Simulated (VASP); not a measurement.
A run of VASP 6.6.1 is set up as follows.

INCAR

```
SYSTEM = Os
ALGO     = Normal         ! electronic algorithm
EDIFF    = 1E-7           ! SCF threshold, eV
ENCUT    = 520            ! plane-wave cutoff, eV
GGA      = PE             ! functional
ISIF     = 2              ! what is computed and relaxed
ISMEAR   = 0              ! smearing method
LASPH    = .TRUE.         ! aspherical terms in the spheres
LCHARG   = .TRUE.         ! write CHGCAR
LELF     = .TRUE.         ! ELF
LREAL    = .FALSE.        ! projectors in reciprocal space
LVHAR    = .TRUE.       
LWAVE    = .FALSE.        ! write WAVECAR
NBANDS   = 19             ! bands
NELM     = 60             ! most SCF steps
PREC     = Accurate       ! precision mode
SIGMA    = 0.1            ! smearing width, eV
```

File KPOINTS:

```
k-points
0
G
  6 6 4
  0 0 0
```

Contents of POSCAR:

```
Os
1.0
    3.5303613409      0.0000000000      0.0000000000
   -1.7651806705      3.0573826058      0.0000000000
    0.0000000000      0.0000000000      4.0053131196
Os
3
Direct
    0.2254000000      0.0000000000      0.3333333333
    0.0000000000      0.2254000000      0.6666666667
    0.7746000000      0.7746000000      0.0000000000
```

Potentials or basis: VASP PAW PBE potentials, release 64 (Os).

Command:

```bash
$ cat potpaw_PBE.64/Os/POTCAR > POTCAR
$ mpirun -np 1 vasp_std > vasp.out
```

Estimate the pressure.

172.8 GPa.

Estimate the largest force.

25.871 eV/Å.

What does it give for the band gap on the k mesh?

Zero (bands 12 and 13 overlap by 0.64 eV).

Stress tensor (GPa, compression positive):
```
139.04   0.00   0.00
  0.00 139.04   0.00
  0.00   0.00 240.19
```

Caveat: the k points lie up to 0.39 Å⁻¹ apart, too coarse for converged energies and pressures of a metal; atoms lie so close that the PAW spheres overlap strongly, which falsifies energies and pressures; spin-orbit coupling is left out, which moves the levels of the heavy elements; forces of over 1 eV/Å act on the atoms, so gaps and moduli don't describe the material at rest.
